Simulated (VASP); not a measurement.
Write the native input for VASP 6.6.1 that does the following.

- Task: single point
- Functional: PBE
- Potentials or basis: VASP PAW PBE potentials, release 64 (B, N)
- Cutoff: 520 eV
- k mesh: 12 × 12 × 4
- Occupations: gaussian, width 0.02 eV
- Spin: no spin polarisation
- Dipole correction: no
- Further INCAR settings: ALGO = Normal; EDIFF = 1e-06; NBANDS = 16

The structure of BN lies in POSCAR:

```
BN
1.0
    2.5121811355      0.0000000000      0.0000000000
   -1.2560905678      2.1756126823      0.0000000000
    0.0000000000      0.0000000000      8.1763003273
B N
2 2
Direct
    0.3333333333      0.6666666667      0.2500000000
    0.6666666667      0.3333333333      0.7500000000
    0.3333333333      0.6666666667      0.7500000000
    0.6666666667      0.3333333333      0.2500000000
```

This cell differs from its parent crystal: strain along c alone, the other axes held: -2.0 %.

These files were run (other wordings do the same):

INCAR

```
ALGO     = Normal         # electronic algorithm
EDIFF    = 1E-6           # SCF threshold, eV
ENCUT    = 520            # plane-wave cutoff, eV
GGA      = PE             # functional
ISIF     = 2              # what is computed and relaxed
ISMEAR   = 0              # smearing method
LASPH    = T              # aspherical terms in the spheres
LCHARG   = F              # write CHGCAR
LREAL    = F              # projectors in reciprocal space
LWAVE    = F              # write WAVECAR
NBANDS   = 16             # bands
NELM     = 100            # most SCF steps
PREC     = Accurate       # precision mode
SIGMA    = 0.02           # smearing width, eV
```

KPOINTS

```
k-points
0
Gamma
  12 12 4
```

Potentials or basis: VASP PAW PBE potentials, release 64 (B, N).

The run is started by

```sh
$ cat potpaw_PBE.64/B/POTCAR potpaw_PBE.64/N/POTCAR > POTCAR
$ mpirun -np 1 vasp_std > vasp.out
```

It gave:

```yaml
Pressure: 0.1 GPa
Band_gap_on_the_k_mesh: 4.44 eV (least direct gap 4.65 eV)
```

Caveat: the cell differs from its parent crystal (strain along c alone, the other axes held: -2.0 %); this functional lacks dispersion, which binds the layers, so the pressure and a relaxed spacing across them are unreliable.

Wall time 58 s on 1 thread of Intel Xeon 8259CL (shared host), peak memory 0.18 GiB.
